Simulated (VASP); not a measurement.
A run of VASP 6.6.1 is set up as follows.

File INCAR:

```
SYSTEM = Ru
PREC = Accurate ; ENCUT = 520
EDIFF = 1E-7 ; ISMEAR = -1
SIGMA = 0.05 ; LREAL = .FALSE.
LASPH = .TRUE. ; NELM = 60
ALGO = Normal ; ISIF = 2
LWAVE = .FALSE. ; LCHARG = .TRUE.
GGA = PE ; LELF = .TRUE.
LVHAR = .TRUE. ; NBANDS = 21
```

File KPOINTS:

```
regular mesh
0
G
  20 20 11
  0 0 0
```

The input POSCAR:

```
Ru
1.0
    2.7058000000      0.0000000000      0.0000000000
   -1.3529000000      2.3432915376      0.0000000000
    0.0000000000      0.0000000000      4.4103570000
Ru
2
Direct
    0.3333333333      0.6666666667      0.2500000000
    0.6666666667      0.3333333333      0.7500000000
```

Potentials or basis: VASP PAW PBE potentials, release 64 (Ru_pv).

The run is started by

```bash
$ cat potpaw_PBE.64/Ru_pv/POTCAR > POTCAR
$ mpirun -np 1 vasp_std > vasp.out
```

(1) Estimate the band gap on the k mesh.

(2) Predict the pressure.

Results:

(1) zero (band 14 reaches 13.98 eV, above the bottom of band 15 at 10.94 eV).

(2) -4.8 GPa.

Caveat: the cell differs from its parent crystal (z stretched by +3 %, then relaxed in part).
